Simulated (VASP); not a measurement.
## BiTe: single point with HSE06

Crystal: BiTe.

```
CELL_PARAMETERS angstrom
0.00000 3.21329 3.21329
3.21329 0.00000 3.21329
3.21329 3.21329 0.00000
ATOMIC_POSITIONS crystal
Bi 0.00000 0.00000 0.00000
Te 0.50000 0.50000 0.50000
```

- Program: VASP 6.6.1
- Task: single point
- Functional: HSE06
- Potentials or basis: VASP PAW PBE potentials, release 64 (Bi_d, Te)
- Cutoff: 520 eV
- k mesh: 4 × 4 × 4
- Occupations: fermi-dirac, width 0.05 eV
- Spin: no spin polarisation
- Dipole correction: no
- Grid for exact exchange (PRECFOCK): Normal
- Further INCAR settings: ALGO = Normal; EDIFF = 1e-06; NBANDS = 18
- Share of exact exchange: 0.25
- Screening parameter: 0.2079 1/Å

| Property | Result |
| --- | --- |
| Pressure | -0.5 GPa |
| Band gap on the k mesh | zero (an odd number of electrons rules out a gap without spin polarisation) |

Levels at points of the mesh, in eV from the Fermi level:
| k point | band 7 | band 8 | band 9 | band 10 | band 11 | band 12 | band 13 | band 14 |
| --- | --- | --- | --- | --- | --- | --- | --- | --- |
| (0.00, 0.00, 0.00) | -8.72 | -3.08 | -3.08 | -3.08 | 2.58 | 2.58 | 2.58 | 5.02 |
| (0.50, 0.00, 0.00) | -12.45 | -2.34 | -2.34 | -1.80 | -0.82 | -0.72 | -0.72 | 7.96 |
| (0.50, 0.50, 0.00) | -10.92 | -6.62 | -4.75 | -4.75 | 2.41 | 4.19 | 4.19 | 5.76 |

It took 18 min on 1 thread of Intel(R) Xeon(R) Platinum 8259CL CPU @ 2.50GHz (Skylake/Cascade Lake) (shared host), peak memory 0.32 GiB.

Caveat: the k points lie up to 0.42 Å⁻¹ apart, too coarse for converged energies and pressures of a metal; the PAW data sets were made with another functional, which shifts forces and pressure a little; spin-orbit coupling is left out, which moves the levels of the heavy elements.
